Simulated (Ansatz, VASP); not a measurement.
**Two plane-wave programs on NaH**

Contents of INCAR:

```
SYSTEM = NaH
PREC = Accurate
ENCUT = 520
EDIFF = 1E-7
ISMEAR = -1
SIGMA = 0.02
LREAL = .False.
LASPH = .True.
NELM = 100
ALGO = Normal
ISIF = 2
LWAVE = .False.
LCHARG = .True.
GGA = PE
LELF = .True.
LVHAR = .True.
NBANDS = 11
```

The input KPOINTS:

```
regular mesh
0
Gamma
  8 8 8
  0 0 0
```

File POSCAR:

```
NaH
1.0
    2.9323911888      0.0000000000      0.0000000000
    0.0000000000      2.9323911888      0.0000000000
    0.0000000000      0.0000000000      2.9323911888
Na H
1 1
Direct
    0.0000000000      0.0000000000      0.0000000000
    0.5000000000      0.5000000000      0.5000000000
```

Input for Ansatz:

```yaml
crystal:
  lattice:
    - [2.9323911888, 0.0, 0.0]
    - [0.0, 2.9323911888, 0.0]
    - [0.0, 0.0, 2.9323911888]
  atoms:
    - { symbol: Na, position: [0.0, 0.0, 0.0] }
    - { symbol: H, position: [0.5, 0.5, 0.5] }
kpoints:
  mp_grid: { grid: [8, 8, 8] }
  band_path:
    path:
      - [[0.0, 0.0, 0.0], [2.748289285518e-50, 0.5, -6.425426557161e-69], [0.5, 0.5, -1.094629956923e-35], [0.0, 0.0, 0.0], [0.5, 0.5, 0.5], [2.748289285518e-50, 0.5, -6.425426557161e-69]]
      - [[0.5, 0.5, 0.5], [0.5, 0.5, -1.094629956923e-35]]
    npoints: 10
hamiltonian:
  xc: pbe
scf:
  occupations: { method: fermi_dirac, width: 0.02 }
  n_extra_bands: 4
output:
  forces: true
  stress: true
  eigenvalues: true
```

Alike in both runs: task single point; functional PBE; k mesh 8 × 8 × 8; occupations fermi-dirac, width 0.02 eV; no spin polarisation.

|  | VASP | Ansatz |
| --- | --- | --- |
| version | VASP 6.6.1 | Ansatz 0.2.0 |
| potentials or method | VASP PAW PBE potentials, release 64 (Na_pv, H) | plane waves, PAW |
| plane-wave cutoff (eV) | 520 | 420 |
| valence electrons in the cell | 8 | 10 |

```csv
,VASP,Ansatz,Ansatz less VASP
gap on the k mesh at the Fermi level (eV),1.03,1.03,+0.002
pressure (GPa),0.8,0.8,+0.04
```

VASP's potentials hold 8 valence electrons a cell and Ansatz's 10, so a difference there can come from the potentials and not from the codes.
